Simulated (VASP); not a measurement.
# Pt2Rh (P4_2/mnm) in VASP: relaxation of cell and atoms with PBEsol

Aim: the relaxation of cell and atoms of Pt2Rh with PBEsol.

Program: VASP 6.6.1. These are calculated values, not measurements. Logs are shortened: lines on timing, memory, paths and dates and some standing lists are left out, and cuts for length are marked.

### 1 The cell of the first run

It takes space group P4_2/mnm (No. 136, tetragonal). The conventional cell has a = 5.169 Å, b = 5.169 Å, c = 3.615 Å, α = 90.00°, β = 90.00°, γ = 90.00°. Within 3.0 Å of Rh (site symmetry mmm) lie 6 Pt at 2.25 to 2.29 Å. Pt (site symmetry m2m) has 3 Rh at 2.25 to 2.29 Å and 1 Pt at 2.81 Å within 3.0 Å.

### 2 Relaxation of cell and atoms, PBEsol

Input file INCAR:

```
PREC     = Accurate       # precision mode
ENCUT    = 600            # plane-wave cutoff, eV
EDIFF    = 1E-6           # SCF threshold, eV
ISMEAR   = 1              # smearing method
SIGMA    = 0.05           # smearing width, eV
LREAL    = F              # projectors in reciprocal space
LASPH    = T              # aspherical terms in the spheres
NELM     = 100            # most SCF steps
ALGO     = Normal         # electronic algorithm
ISIF     = 3              # what is computed and relaxed
LWAVE    = F              # write WAVECAR
LCHARG   = F              # write CHGCAR
GGA      = PS             # functional
IBRION   = 2              # ionic algorithm
NSW      = 60             # ionic steps
EDIFFG   = -0.01          # ionic threshold
ISYM     = 0
```

Input file KPOINTS:

```
Automatic mesh
0
Gamma
  4 4 5
```

Input file POSCAR:

```
Pt2Rh
1.0
    5.1688185200      0.0000000000      0.0000000000
    0.0000000000      5.1688185200      0.0000000000
    0.0000000000      0.0000000000      3.6147200400
Rh Pt
2 4
Direct
    0.0000000000      0.0000000000      0.0000000000
    0.5000000000      0.5000000000      0.5000000000
    0.3077000000      0.3077000000      0.0000000000
    0.1923000000      0.8077000000      0.5000000000
    0.6923000000      0.6923000000      0.0000000000
    0.8077000000      0.1923000000      0.5000000000
```

Potentials or basis: VASP PAW PBE potentials, release 64 (Rh_pv, Pt).

The run is started by

```console
> cat potpaw_PBE.64/Rh_pv/POTCAR potpaw_PBE.64/Pt/POTCAR > POTCAR
> mpirun -np 1 vasp_std > vasp.out
```

OUTCAR:

```text
PREC = Accurate
   ENCUT = 600
   EDIFF = 1E-6
   ISMEAR = 1
   LREAL = F
   LASPH = T
   NELM = 100
   ISIF = 3
   GGA = PS
   IBRION = 2
   NSW = 60
   EDIFFG = -0.01
   ISYM = 0

 ion  position               nearest neighbor table
   1  0.000  0.000  0.000-   3 2.25   5 2.25   4 2.29   6 2.29   4 2.29   6 2.29
   2  0.500  0.500  0.500-   4 2.25   6 2.25   5 2.29   3 2.29   3 2.29   5 2.29
   3  0.308  0.308  0.000-   1 2.25   2 2.29   2 2.29   5 2.81   6 3.21   4 3.21   4 3.21   6 3.21
                             4 3.21   4 3.21   6 3.21   6 3.21
   4  0.192  0.808  0.500-   2 2.25   1 2.29   1 2.29   6 2.81   3 3.21   5 3.21   3 3.21   5 3.21
                             3 3.21   3 3.21   5 3.21   5 3.21
   5  0.692  0.692  0.000-   1 2.25   2 2.29   2 2.29   3 2.81   6 3.21   4 3.21   4 3.21   6 3.21
                             6 3.21   6 3.21   4 3.21   4 3.21
   6  0.808  0.192  0.500-   2 2.25   1 2.29   1 2.29   4 2.81   5 3.21   3 3.21   3 3.21   5 3.21
                             5 3.21   5 3.21   3 3.21   3 3.21

IMPORTANT INFORMATION: All symmetrisations will be switched off!
NOSYMM: (Re-)initialisation of all symmetry stuff for point group C_1.

----------------------------------------------------------------------------------------

                                     Primitive cell

  volume of cell :      96.5733

  direct lattice vectors                    reciprocal lattice vectors
     5.168818520  0.000000000  0.000000000     0.193467810  0.000000000  0.000000000
     0.000000000  5.168818520  0.000000000     0.000000000  0.193467810  0.000000000
     0.000000000  0.000000000  3.614720040     0.000000000  0.000000000  0.276646598

  length of vectors
     5.168818520  5.168818520  3.614720040     0.193467810  0.193467810  0.276646598

  position of ions in fractional coordinates (direct lattice)
     0.000000000  0.000000000  0.000000000
     0.500000000  0.500000000  0.500000000
     0.307700000  0.307700000  0.000000000
     0.192300000  0.807700000  0.500000000
     0.692300000  0.692300000  0.000000000
     0.807700000  0.192300000  0.500000000

  ion indices of the primitive-cell ions
   primitive index   ion index
                 1           1
                 2           2
                 3           3
                 4           4
                 5           5
                 6           6

----------------------------------------------------------------------------------------

 KPOINTS: Automatic mesh

Automatic generation of k-mesh.
 Grid dimensions read from file:
 generate k-points for:    4    4    5

 Generating k-lattice:
[... 82 lines left out ...]
     AMIX_MAG =   1.60;   BMIX_MAG =  1.00
  volume/ion in A,a.u.               =      16.10       108.62
  Fermi-wavevector in a.u.,A,eV,Ry     =   1.470579  2.778992 29.424004  2.162603
  Thomas-Fermi vector in A             =   2.585819
   LORBIT       =      0    0 simple, 1 ext, 2 COOP (PROOUT), +10 PAW based schemes
   GGA     = PS    functional components
   LHFCALC =     F    Hartree Fock is set to
   AEXX    =    0.0000 exact exchange contribution
   IVDW    =     0    specifies the selected vdW correction
   LEPSILON=     F    determine dielectric tensor
   LRPA    =     F    only Hartree local field effects (RPA)
 conjugate gradient relaxation of ions
 non-spin polarized calculation
 Methfessel and Paxton  Order N= 1 SIGMA  =   0.05
  energy-cutoff  :      600.00
  volume of cell :       96.57
 maximum number of plane-waves:      3240
 NGX is ok and might be reduce to    42
   NGX = 21   NGY = 21   NGZ = 15

--------------------------------------- Ionic step        1  -------------------------------------------

 number of electron      70.0000001 magnetization

 Free energy of the ion-electron system (eV)
  ---------------------------------------------------
  ext. energy  EPLUGINS =         0.00000000
  ---------------------------------------------------
  free energy    TOTEN  =       -32.96316760 eV

  energy without entropy =      -32.96534798  energy(sigma->0) =      -32.96389440

------------------------ aborting loop because EDIFF is reached ----------------------------------------

  FORCE on cell =-STRESS in cart. coord.  units (eV):
  Direction    XX          YY          ZZ          XY          YZ          ZX
  --------------------------------------------------------------------------------------
  -------------------------------------------------------------------------------------
  Total       32.6431046     32.6431494     45.5331074      0.0003475      0.0000049      0.0000134
  in kB      541.5577854    541.5585293    755.4063604      0.0057651      0.0000807      0.0002231
  external PRESSURE =     612.8408917 kB  Pullay stress =       0.0000000 kB
[... 27 lines left out ...]
--------------------------------------- Ionic step        2  -------------------------------------------

 number of electron      70.0000028 magnetization

 E-fermi :   0.7892     XC(G=0):  -8.8178

 val. band max:        0.7889210081   @ k =   0.5000  -0.2500   0.4000
 cond. band min:       0.7892060070   @ k =   0.5000  -0.2500   0.4000
 fundamental gap:      0.0002849988
 Fermi energy:         0.7891671536

 k-point     1 :       0.0000    0.0000    0.0000
  band No.  band energies     occupation
      1     -44.9681      2.00000
      2     -44.9677      2.00000
      3     -44.7858      2.00000
      4     -44.7857      2.00000
      5     -44.6814      2.00000
      6     -44.6809      2.00000
[... 1144 lines left out ...]
  FREE ENERGIE OF THE ION-ELECTRON SYSTEM (eV)
  ---------------------------------------------------
  free  energy   TOTEN  =       -36.3778775362 eV

  energy  without entropy=      -36.3814723450  energy(sigma->0) =      -36.37907581

[... ionic steps 4 to 21 ...]

--------------------------------------- Ionic step       22  -------------------------------------------

 number of electron      69.9999987 magnetization

------------------------ aborting loop because EDIFF is reached ----------------------------------------
[... 75 lines left out ...]
--------------------------------------- Ionic step       24  -------------------------------------------

 number of electron      69.9999987 magnetization

 Free energy of the ion-electron system (eV)
  ---------------------------------------------------
  ext. energy  EPLUGINS =         0.00000000
  ---------------------------------------------------
  free energy    TOTEN  =       -36.81626303 eV

  energy without entropy =      -36.81602717  energy(sigma->0) =      -36.81618441

 E-fermi :   6.6646     XC(G=0): -11.8165

 val. band max:        6.6592742364   @ k =  -0.2500   0.5000   0.0000
 cond. band min:       6.6843150125   @ k =   0.5000   0.0000   0.0000
 fundamental gap:      0.0250407761
 Fermi energy:         6.6645713072

 k-point     1 :       0.0000    0.0000    0.0000
  band No.  band energies     occupation
      1     -40.1494      2.00000
      2     -40.1490      2.00000
      3     -40.0327      2.00000
      4     -40.0276      2.00000
      5     -39.7788      2.00000
      6     -39.7786      2.00000
[... 1104 lines left out ...]
  FREE ENERGIE OF THE ION-ELECTRON SYSTEM (eV)
  ---------------------------------------------------
  free  energy   TOTEN  =       -36.8162630273 eV

  energy  without entropy=      -36.8160271660  energy(sigma->0) =      -36.81618441

 reached required accuracy - stopping structural energy minimisation
```

OSZICAR:

```text
N       E                     dE             d eps       ncg     rms          rms(c)
DAV:   1     0.706546776347E+03    0.70655E+03   -0.43058E+04  3768   0.191E+03
DAV:   2    -0.673005235110E+01   -0.71328E+03   -0.69182E+03  3880   0.480E+02
DAV:   3    -0.344554232504E+02   -0.27725E+02   -0.26903E+02  4014   0.915E+01
[... 275 lines left out ...]
DAV:   3    -0.368162780421E+02    0.22943E-03   -0.93862E-04  3576   0.259E-01    0.362E-02
DAV:   4    -0.368162657447E+02    0.12297E-04   -0.63069E-05  3574   0.584E-02    0.185E-02
DAV:   5    -0.368162654447E+02    0.29995E-06   -0.24608E-05  3596   0.249E-02    0.170E-02
DAV:   6    -0.368162634872E+02    0.19575E-05   -0.81946E-06  3302   0.182E-02    0.580E-03
DAV:   7    -0.368162630273E+02    0.45994E-06   -0.15767E-06  1764   0.952E-03
  24 F= -.36816263E+02 E0= -.36816184E+02  d E =-.100684E-05
```

It took 26 min on 1 thread of Intel Xeon 6975P-C (Granite Rapids), shared host; peak memory 0.35 GiB.

What came out:

```yaml
Free_energy: -36.8163 eV
Relaxed_volume: 19.61 Å³/atom
Relaxed_cell: a = 5.259 Å, b = 5.259 Å, c = 4.256 Å, α = 90.00°, β = 90.00°, γ = 90.00°
Space_group_after_relaxing_to_0.05_Å: P4_2/mnm (No. 136)
Energy_gained_by_relaxing: 642.2 meV/atom
Ionic_steps: 24
Pressure_after_relaxing: 0.0 GPa
Band_gap_on_the_k_mesh: zero (band 35 reaches 6.92 eV, above the bottom of band 36 at 6.52 eV)
```

Step by step:
```
step  energy change (eV)  largest force (eV/Å)  pressure (GPa)  volume (Å³)
   1              0.0000                0.9735           61.28        96.57
   2              7.1548                0.1610          -19.67       210.27
   3             -3.4147                0.9514           -7.57       125.98
   4             -3.5730                0.8818           -2.62       121.48
   5             -3.5941                0.8305            0.44       119.15
   6             -3.5935                0.8421           -0.21       119.64
   7             -3.6519                0.1158           -1.06       120.54
   8             -3.6520                0.0895           -1.08       120.57
   9             -3.6927                0.0106            0.86       118.89
  10             -3.7089                0.0999            3.27       116.99
  11             -3.7261                0.0825            2.99       117.03
  12             -3.7742                0.0176            2.20       117.13
  13             -3.8485                0.0394            0.84       117.22
  14             -3.6422                0.4063            0.01       116.92
  15             -3.8521                0.0522            0.58       117.22
  16             -3.8520                0.0470            0.54       117.22
  17             -3.8529                0.0366            0.24       117.48
  18             -3.8530                0.0301            0.02       117.65
  19             -3.8530                0.0309            0.02       117.64
  20             -3.8530                0.0333            0.11       117.56
  21             -3.8530                0.0306            0.04       117.63
  22             -3.8530                0.0221            0.04       117.63
  23             -3.8531                0.0020            0.06       117.64
  24             -3.8531                0.0004           -0.04       117.69
```

Final structure:
```
Rh Pt
1.0
     5.25863    0.00021    0.00000
     0.00021    5.25863    0.00000
     0.00000    0.00000    4.25587
Rh Pt
2 4
Direct
  0.00000 0.00000 0.00000
  0.50001 0.50000 0.50000
  0.32133 0.32134 0.00000
  0.17867 0.82133 0.50000
  0.67867 0.67868 0.00000
  0.82133 0.17866 0.50000
```

Levels at points of the mesh, in eV from the Fermi level:
```
           k point  band 32  band 33  band 34  band 35  band 36  band 37  band 38  band 39
(0.00, 0.00, 0.00)    -0.50    -0.26     0.20     0.25     0.70     0.70     1.18     1.23
(0.50, 0.00, 0.00)    -0.70    -0.50    -0.50    -0.09    -0.09     0.02     0.02     2.82
(0.00, 0.50, 0.00)    -0.70    -0.50    -0.50    -0.09    -0.09     0.02     0.02     2.82
(0.50, 0.50, 0.00)    -0.76    -0.47    -0.47     0.12     0.12     0.48     0.48     0.57
```

Caveat: the volume moved by over 15 % at a fixed basis, so the end points are rough; the PAW data sets were made with another functional, which shifts forces and pressure a little; spin-orbit coupling is left out, which moves the levels of the heavy elements.
